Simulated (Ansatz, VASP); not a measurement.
# AlH4 in VASP and in Ansatz

```
Al H
1.0
    -1.73508    1.73508    4.26288
     1.73508   -1.73508    4.26288
     1.73508    1.73508   -4.26288
Al H
1 4
Direct
  0.00000 0.00000 0.00000
  0.19600 0.19600 0.00000
  0.80400 0.80400 0.00000
  0.50000 0.00000 0.50000
  0.00000 0.50000 0.50000
```

Change from the starting cell: species swapped into the SnF4 type (I4/mmm, No. 139).

Alike in both runs: functional PBE; k mesh 8 × 8 × 8; occupations gaussian, width 0.1 eV; no spin polarisation.

Ansatz relaxed the structure, and its values are those at the end. VASP's run is a single point on that final structure, the one shown.

|  | VASP | Ansatz |
| --- | --- | --- |
| version | VASP 6.6.1 | Ansatz 0.2.0 |
| potentials or method | VASP PAW PBE potentials, release 64 (Al, H), cutoff 520 eV | scalar-relativistic, plane waves, PAW |
| valence electrons in the cell | 7 | 7 |

|  | VASP | Ansatz | Ansatz less VASP |
| --- | --- | --- | --- |
| gap on the k mesh at the Fermi level (eV) | none | none | - |
| pressure (GPa) | -0.1 | 0.1 | +0.16 |

A gap of «none» marks a metal or a gap that the smearing closes.
